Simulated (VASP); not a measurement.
Runs of VASP 6.6.1 on Pt. The structure is that of space group Fm-3m (No. 225), or close to it. The cells are those of the table. 

| cell | gap on the mesh (eV) | pressure (GPa) |
| --- | --- | --- |
| a = 2.804, b = 2.804, c = 2.838 Å, angles 59.6, 59.6, 60.8°, 1 atom | none | -2.3 |
| a = 2.667, b = 2.667, c = 2.561 Å, angles 61.3, 61.3, 57.4°, 1 atom | none | 83.8 |
| a = 2.734, b = 2.734, c = 2.700 Å, angles 60.4, 60.4, 59.2°, 1 atom | none | (a) |
| a = 2.701, b = 2.701, c = 2.630 Å, angles 60.9, 60.9, 58.3°, 1 atom | none | 52.6 |

Alike in all rows: task single point; level PBE; potentials or basis VASP PAW PBE potentials, release 64 (Pt); no spin polarisation; k mesh 20 × 20 × 20; cutoff (eV) 520; smearing gaussian 0.15 eV.

Task: Estimate the missing entries.

Result: (a) 28.8.

Caveats: spin-orbit coupling is left out, which moves the levels of the heavy elements; the stress differs along the axes, from 71 to 90 GPa (at least some runs); the cell stands under pressure (at least some runs); the stress differs along the axes, from 46 to 56 GPa (at least some runs).

A k mesh can miss the band edges, and the runs leave out spin-orbit coupling on Pt.

A gap of «none» marks levels without a gap at the run's occupations.
